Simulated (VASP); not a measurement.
# CoO (Fm-3m) in VASP: single point with r2SCAN

Aim: the single point of CoO with r2SCAN.

All numbers are computed with VASP 6.6.1; they aren't measurements. Logs are shortened: lines on timing, memory, paths and dates and some standing lists are left out, and cuts for length are marked.

## (1) The cell of the first run

Symmetry: Fm-3m, No. 225, cubic system. Conventional cell: a = 4.294 Å, b = 4.294 Å, c = 4.294 Å, α = 90.00°, β = 90.00°, γ = 90.00°. Within 2.8 Å of Co (site symmetry m-3m) lie 6 O at 2.15 Å. O (site symmetry m-3m) has 6 Co at 2.15 Å within 2.8 Å.

## (2) Single point, r2SCAN, collinear spin, ferromagnetic start (9.89 Å³/atom)

The input, POSCAR:

```
CoO
1.0
    0.0000000000      2.1467524596      2.1467524596
    2.1467524596      0.0000000000      2.1467524596
    2.1467524596      2.1467524596      0.0000000000
Co O
1 1
Direct
    0.0000000000      0.0000000000      0.0000000000
    0.5000000000      0.5000000000      0.5000000000
```

The input, INCAR.step1:

```
SYSTEM = CoO
ALGO = Normal
EDIFF = 1E-5
ENCUT = 660
GGA = PE
GGA_COMPAT = .False.
ISMEAR = 0
ISPIN = 2
LASPH = .True.
LCHARG = .False.
LMAXMIX = 4
LREAL = .False.
LWAVE = .True.
MAGMOM = 2.86 0.34
NBANDS = 18
NELM = 200
PREC = Accurate
SIGMA = 0.1
```

The input, INCAR.step2:

```
SYSTEM = CoO
ALGO = Normal
EDIFF = 1E-6
ENCUT = 660
GGA_COMPAT = .False.
ISIF = 2
ISMEAR = 0
ISPIN = 2
ISTART = 1
LASPH = .True.
LCHARG = .True.
LELF = .True.
LMAXMIX = 4
LMIXTAU = .True.
LORBIT = 11
LREAL = .False.
LVHAR = .True.
LWAVE = .False.
MAGMOM = 2.86 0.34
METAGGA = R2SCAN
NBANDS = 18
NELM = 200
PREC = Accurate
SIGMA = 0.1
```

The input, KPOINTS:

```
k-points
0
Gamma
  16 16 16
  0 0 0
```

Potentials or basis: VASP PAW PBE potentials, release 64 (Co, O).

Command:

```sh
cat potpaw_PBE.64/Co/POTCAR potpaw_PBE.64/O/POTCAR > POTCAR
cp INCAR.step1 INCAR
mpirun -np 1 vasp_std > vasp.out
cp INCAR.step2 INCAR
mpirun -np 1 vasp_std > vasp.out
```

OUTCAR:

```text
SYSTEM = CoO
   EDIFF = 1E-6
   ENCUT = 660
   ISIF = 2
   ISMEAR = 0
   ISPIN = 2
   ISTART = 1
   LASPH = .True.
   LORBIT = 11
   LREAL = .False.
   METAGGA = R2SCAN
   NELM = 200
   PREC = Accurate

 ion  position               nearest neighbor table
   1  0.000  0.000  0.000-   2 2.15   2 2.15   2 2.15   2 2.15   2 2.15   2 2.15
   2  0.500  0.500  0.500-   1 2.15   1 2.15   1 2.15   1 2.15   1 2.15   1 2.15

  LATTYP: Found a face centered cubic cell.
 ALAT       =     4.2935049192

  Lattice vectors:

 A1 = (   0.0000000000,   2.1467524596,   2.1467524596)
 A2 = (   2.1467524596,   0.0000000000,   2.1467524596)
 A3 = (   2.1467524596,   2.1467524596,   0.0000000000)

Analysis of symmetry for initial positions (statically):
=====================================================================
 Subroutine PRICEL returns:
 Original cell was already a primitive cell.

 Routine SETGRP: Setting up the symmetry group for a
 face centered cubic supercell.

 Subroutine GETGRP returns: Found 48 space group operations
 (whereof 48 operations were pure point group operations)
 out of a pool of 48 trial point group operations.

The static configuration has the point symmetry O_h .

Analysis of symmetry for dynamics (positions and initial velocities):
=====================================================================
 Subroutine PRICEL returns:
 Original cell was already a primitive cell.

 Routine SETGRP: Setting up the symmetry group for a
 face centered cubic supercell.

 Subroutine GETGRP returns: Found 48 space group operations
 (whereof 48 operations were pure point group operations)
 out of a pool of 48 trial point group operations.

The dynamic configuration has the point symmetry O_h .

Analysis of structural, dynamic, and magnetic symmetry:
=====================================================================
 Subroutine PRICEL returns:
 Original cell was already a primitive cell.

 Routine SETGRP: Setting up the symmetry group for a
 face centered cubic supercell.

 Subroutine GETGRP returns: Found 48 space group operations
 (whereof 48 operations were pure point group operations)
 out of a pool of 48 trial point group operations.

The overall configuration has the point symmetry O_h .

 Subroutine INISYM returns: Found 48 space group operations
 (whereof 48 operations are pure point group operations),
 and found     1 'primitive' translations

----------------------------------------------------------------------------------------

                                     Primitive cell

  volume of cell :      19.7868

  direct lattice vectors                    reciprocal lattice vectors
     0.000000000  2.146752460  2.146752460    -0.232909946  0.232909946  0.232909946
     2.146752460  0.000000000  2.146752460     0.232909946 -0.232909946  0.232909946
     2.146752460  2.146752460  0.000000000     0.232909946  0.232909946 -0.232909946

  length of vectors
     3.035966443  3.035966443  3.035966443     0.403411861  0.403411861  0.403411861

  position of ions in fractional coordinates (direct lattice)
     0.000000000  0.000000000  0.000000000
     0.500000000  0.500000000  0.500000000

  ion indices of the primitive-cell ions
   primitive index   ion index
                 1           1
                 2           2

----------------------------------------------------------------------------------------

 KPOINTS: k-points

Automatic generation of k-mesh.
 Grid dimensions read from file:
 generate k-points for:   16   16   16

 Generating k-lattice:

  Cartesian coordinates                     Fractional coordinates (reciprocal lattice)
    -0.014556872  0.014556872  0.014556872     0.062500000  0.000000000  0.000000000
     0.014556872 -0.014556872  0.014556872     0.000000000  0.062500000  0.000000000
     0.014556872  0.014556872 -0.014556872     0.000000000  0.000000000  0.062500000

  Length of vectors
     0.025213241  0.025213241  0.025213241

  Shift w.r.t. Gamma in fractional coordinates (k-lattice)
     0.000000000  0.000000000  0.000000000

 Subroutine IBZKPT returns following result:
 ===========================================

 Found    145 irreducible k-points:

 Following reciprocal coordinates:
            Coordinates               Weight
  0.000000  0.000000  0.000000      1.000000
  0.062500  0.000000  0.000000      8.000000
  0.125000  0.000000  0.000000      8.000000
  0.187500  0.000000  0.000000      8.000000
  0.250000  0.000000  0.000000      8.000000
  0.312500  0.000000  0.000000      8.000000
[... 16 lines left out ...]
 -0.125000  0.062500  0.000000     24.000000
 -0.062500  0.062500  0.000000     12.000000
 [... further k-points ...]
   k-points           NKPTS =    145   k-points in BZ     NKDIM =    145   number of bands    NBANDS=     18
   number of dos      NEDOS =    301   number of ions     NIONS =      2
   total plane-waves  NPLWV =  21952
   dimension x,y,z NGX =    28 NGY =   28 NGZ =   28
   dimension x,y,z NGXF=    56 NGYF=   56 NGZF=   56
   ions per type =               1   1
   NGX,Y,Z   is equivalent  to a cutoff of  15.33, 15.33, 15.33 a.u.
   NGXF,Y,Z  is equivalent  to a cutoff of  30.66, 30.66, 30.66 a.u.
 SYSTEM =  CoO
   PREC   = accura    normal or accurate (medium, high low for compatibility)
   ISTART =      1    job   : 0-new  1-cont  2-samecut
   ICHARG =      0    charge: 1-file 2-atom 10-const
   ISPIN  =      2    spin polarized calculation?
   LNONCOLLINEAR =      F non collinear calculations
   LSORBIT =      F    spin-orbit coupling
   LASPH  =      T    aspherical Exc in radial PAW
   ENCUT  =  660.0 eV  48.51 Ry    6.96 a.u.   6.36  6.36  6.36*2*pi/ulx,y,z
   NELM   =    200;   NELMIN=  2; NELMDL=  0     # of ELM steps
   EDIFF  = 0.1E-05   stopping-criterion for ELM
   LREAL  =      F    real-space projection
   EDIFFG = 0.1E-04   stopping-criterion for IOM
   NSW    =      0    number of steps for IOM
   IBRION =     -1    ionic relax: 0-MD 1-quasi-New 2-CG
   NFREE  =      0    steps in history (QN), initial steepest desc. (CG)
   ISIF   =      2    stress and relaxation
   ISYM   =      2    0-nonsym 1-usesym 2-fastsym
   POTIM  = 0.5000    time-step for ionic-motion
   TEBEG  =    0.0;   TEEND  =   0.0 temperature during run
   PSTRESS=    0.0 pullay stress
   NELECT =      15.0000    total number of electrons
   NUPDOWN=      -1.0000    fix difference up-down
   EMIN   =  10.00;   EMAX   =-10.00  energy-range for DOS
   EFERMI =   0.00;   METHOD = LEGACY
   ISMEAR =     0;   SIGMA  =   0.10  broadening in eV -4-tet -1-fermi 0-gaus
   EFERMI_NEDOS =   21; number of points for ismear=-14 and -15
   IALGO  =     38    algorithm
   IMIX   =      4    mixing-type and parameters
     AMIX     =   0.40;   BMIX     =  1.00
     AMIX_MAG =   1.60;   BMIX_MAG =  1.00
  volume/ion in A,a.u.               =       9.89        66.76
  Fermi-wavevector in a.u.,A,eV,Ry     =   1.492725  2.820842 30.316901  2.228229
  Thomas-Fermi vector in A             =   2.605217
   LORBIT       =     11    0 simple, 1 ext, 2 COOP (PROOUT), +10 PAW based schemes
   METAGGA = R2SCAN    functional components
   LHFCALC =     F    Hartree Fock is set to
   AEXX    =    0.0000 exact exchange contribution
   IVDW    =     0    specifies the selected vdW correction
   LEPSILON=     F    determine dielectric tensor
   LRPA    =     F    only Hartree local field effects (RPA)
 spin polarized calculation
 Gauss-broadening in eV      SIGMA  =   0.10
  energy-cutoff  :      660.00
  volume of cell :       19.79
 maximum number of plane-waves:       778
 NGX is ok and might be reduce to    28
   NGX = 13   NGY = 13   NGZ = 13

 number of electron      15.0000000 magnetization       3.0000087

 Free energy of the ion-electron system (eV)
  ---------------------------------------------------
  ext. energy  EPLUGINS =         0.00000000
  ---------------------------------------------------
  free energy    TOTEN  =       -21.03815358 eV

  energy without entropy =      -21.01586911  energy(sigma->0) =      -21.02701135

 E-fermi :   7.4318     XC(G=0): -12.9467

 val. band max:        7.4314946408   @ k =   0.2500   0.2500   0.0000
 cond. band min:       7.4344640988   @ k =  -0.4375   0.3750   0.1250
 fundamental gap:      0.0029694580
 Fermi energy:         7.4317681563

 spin component 1

 k-point     1 :       0.0000    0.0000    0.0000
  band No.  band energies     occupation
      1     -13.6002      1.00000
      2       3.4336      1.00000
      3       3.4336      1.00000
      4       3.8579      1.00000
      5       3.8579      1.00000
      6       3.8579      1.00000
[... 10 lines left out ...]
     17      29.4059      0.00000
     18      32.7794      0.00000
[... 463 lines left out ...]
 k-point    24 :      -0.0625    0.0625    0.0000
  band No.  band energies     occupation
      1     -13.5018      1.00000
      2       2.7529      1.00000
      3       2.8501      1.00000
      4       3.4521      1.00000
      5       3.7417      1.00000
      6       3.8971      1.00000
[... 10 lines left out ...]
     17      30.9685      0.00000
     18      33.6831      0.00000

 [... further k-points ...]

 spin component 2

 k-point     1 :       0.0000    0.0000    0.0000
  band No.  band energies     occupation
      1     -13.0503      1.00000
      2       4.9572      1.00000
      3       4.9572      1.00000
      4       4.9572      1.00000
      5       6.3707      1.00000
      6       6.3707      1.00000
[... 10 lines left out ...]
     17      30.6618      0.00000
     18      33.9839      0.00000
[... 463 lines left out ...]
 k-point    24 :      -0.0625    0.0625    0.0000
  band No.  band energies     occupation
      1     -12.9459      1.00000
      2       4.1016      1.00000
      3       4.6318      1.00000
      4       4.6561      1.00000
      5       6.4219      1.00000
      6       6.5719      1.00000
[... 10 lines left out ...]
     17      32.0883      0.00000
     18      34.9128      0.00000

 [... further k-points ...]

------------------------ aborting loop because EDIFF is reached ----------------------------------------

  FORCE on cell =-STRESS in cart. coord.  units (eV):
  Direction    XX          YY          ZZ          XY          YZ          ZX
  --------------------------------------------------------------------------------------
  -------------------------------------------------------------------------------------
  Total       -1.4123759     -1.4123759     -1.4123759     -0.0000000      0.0000000     -0.0000000
  in kB     -114.3628555   -114.3628555   -114.3628555     -0.0000000      0.0000000     -0.0000000
  external PRESSURE =    -114.3628555 kB  Pullay stress =       0.0000000 kB

 VOLUME and BASIS-vectors are now :
 -----------------------------------------------------------------------------
  energy-cutoff  :      660.00
  volume of cell :       19.79
      direct lattice vectors                 reciprocal lattice vectors
     0.000000000  2.146752460  2.146752460    -0.232909946  0.232909946  0.232909946
     2.146752460  0.000000000  2.146752460     0.232909946 -0.232909946  0.232909946
     2.146752460  2.146752460  0.000000000     0.232909946  0.232909946 -0.232909946

 POSITION                                       TOTAL-FORCE (eV/Angst)
 -----------------------------------------------------------------------------------
      0.00000      0.00000      0.00000        -0.000000     -0.000000     -0.000000
      2.14675      2.14675      2.14675         0.000000      0.000000      0.000000
 -----------------------------------------------------------------------------------
    total drift:                                0.000000      0.000000      0.000000

  FREE ENERGIE OF THE ION-ELECTRON SYSTEM (eV)
  ---------------------------------------------------
  free  energy   TOTEN  =       -21.0381535823 eV

  energy  without entropy=      -21.0158691115  energy(sigma->0) =      -21.02701135

 total charge

# of ion       s       p       d       tot
------------------------------------------
    1        0.289   0.349   7.089   7.727
    2        1.552   3.465   0.000   5.017
--------------------------------------------------
tot          1.841   3.815   7.089  12.745

 magnetization (x)

# of ion       s       p       d       tot
------------------------------------------
    1        0.023   0.018   2.654   2.695
    2        0.028   0.257   0.000   0.285
--------------------------------------------------
tot          0.051   0.275   2.654   2.980
```

Wall time 21 min (1 thread of Oxide Virtual Turin-like, shared host); peak memory 0.23 GiB.

Results:

| Item | Value |
| --- | --- |
| Free energy | -21.0382 eV |
| Pressure | -11.4 GPa |
| Band gap on the k mesh | zero (filled and empty bands overlap) |
| Net moment | 3.00 μB per cell |
| Site moments | Co +2.69; O +0.28 μB |
| Valence electrons inside the program's atomic spheres | Co 7.73; O 5.02 |

Caveat: the cell stands under tension; the PAW data sets were made with another functional, which shifts forces and pressure a little; a cell with one magnetic atom can't hold antiferromagnetic order, which such compounds often take; semilocal functionals often make such compounds metallic where correlation or magnetic order opens a gap, which also shifts bond lengths.
